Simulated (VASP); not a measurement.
## FePt: single point with PBE

FePt:

```
Pt Fe
1.0
     2.72350    0.00000    0.00000
     0.00000    2.72350    0.00000
     0.00000    0.00000    3.72000
Pt Fe
1 1
Direct
  0.50000 0.50000 0.50000
  0.00000 0.00000 0.00000
```

```json
{
 "Program": "VASP 6.6.1",
 "Task": "single point",
 "Functional": "PBE",
 "Potentials or basis": "VASP PAW PBE potentials, release 64 (Pt, Fe)",
 "Cutoff": "600 eV",
 "k mesh": "10 × 10 × 7",
 "Occupations": "gaussian, width 0.015 eV",
 "Spin": "collinear spin, ferromagnetic start",
 "Starting moments": "[0.0, 3.0] μB",
 "Dipole correction": "no",
 "Further INCAR settings": "ALGO = Normal; EDIFF = 1e-06; NBANDS = 20"
}
```

| Property | Result |
| --- | --- |
| Pressure | 2.8 GPa |
| Net moment | 3.25 μB per cell |
| Site moments | Pt +0.32; Fe +2.91 μB |
| Valence electrons inside the program's atomic spheres | Pt 9.44; Fe 6.99 |

Stress tensor (GPa, compression positive):
```
2.61 0.00 0.00
0.00 2.61 0.00
0.00 0.00 3.21
```

Levels at points of the mesh, in eV from the Fermi level:
Spin up:
```tsv
k point	band 8	band 9	band 10	band 11	band 12	band 13	band 14	band 15
(0.00, 0.00, 0.00)	-1.98	-0.57	-0.43	-0.43	2.25	9.72	11.63	11.63
(0.50, 0.00, 0.00)	-2.56	-2.18	-1.67	0.10	1.98	10.42	10.52	12.51
(0.50, 0.50, 0.00)	-0.51	-0.51	0.50	1.58	1.58	7.55	9.99	10.85
```
Spin down:
```csv
k point,band 6,band 7,band 8,band 9,band 10,band 11
"(0.00, 0.00, 0.00)",-0.83,-0.82,0.56,1.62,1.62,1.65
"(0.50, 0.00, 0.00)",-1.42,-1.23,-0.92,0.49,0.64,2.31
"(0.50, 0.50, 0.00)",1.20,1.62,1.69,1.69,1.69,1.70
```

Run time: 37 s on 1 thread of Intel(R) Xeon(R) 6975P-C (Granite Rapids) (shared host), peak memory 0.22 GiB.

Caveat: spin-orbit coupling is left out, which moves the levels of the heavy elements.
